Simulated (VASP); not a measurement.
Wanted: the native input for a VASP 6.6.1 run.

```
Task                   : single point
Functional             : PBE
Potentials or basis    : VASP PAW PBE potentials, release 64 (Na_pv, Cl)
Cutoff                 : 520 eV
k mesh                 : 6 × 6 × 6
Occupations            : gaussian, width 0.01 eV
Spin                   : no spin polarisation
Dipole correction      : no
Further INCAR settings : ALGO = Normal; EDIFF = 1e-06; NBANDS = 14
```

The structure of NaCl lies in POSCAR:

```
NaCl
1.0
    3.4710560090      0.0000000000      0.0000000000
    0.0000000000      3.4710560090      0.0000000000
    0.0000000000      0.0000000000      3.4710560090
Na Cl
1 1
Direct
    0.0000000000      0.0000000000      0.0000000000
    0.5000000000      0.5000000000      0.5000000000
```

This cell differs from its parent crystal: volume changed by -3%.

The input as run:

INCAR

```
PREC     = Accurate       # precision mode
ENCUT    = 520            # plane-wave cutoff, eV
EDIFF    = 1E-6           # SCF threshold, eV
ISMEAR   = 0              # smearing method
SIGMA    = 0.01           # smearing width, eV
LREAL    = False          # projectors in reciprocal space
LASPH    = True           # aspherical terms in the spheres
NELM     = 100            # most SCF steps
ALGO     = Normal         # electronic algorithm
ISIF     = 2              # what is computed and relaxed
LWAVE    = False          # write WAVECAR
LCHARG   = False          # write CHGCAR
GGA      = PE             # functional
NBANDS   = 14             # bands
```

KPOINTS

```
Automatic mesh
0
Gamma
  6 6 6
```

Potentials or basis: VASP PAW PBE potentials, release 64 (Na_pv, Cl).

The run is started by

```sh
$ cat potpaw_PBE.64/Na_pv/POTCAR potpaw_PBE.64/Cl/POTCAR > POTCAR
$ mpirun -np 1 vasp_std > vasp.out
```

Results of the run:

The pressure is 0.8 GPa. The band gap on the k mesh is 4.07 eV, indirect (least direct gap 4.58 eV).

Wall time 4.2 s on 1 thread of Intel(R) Xeon(R) 6975P-C (Granite Rapids), with other jobs on the host, peak memory 0.15 GiB.
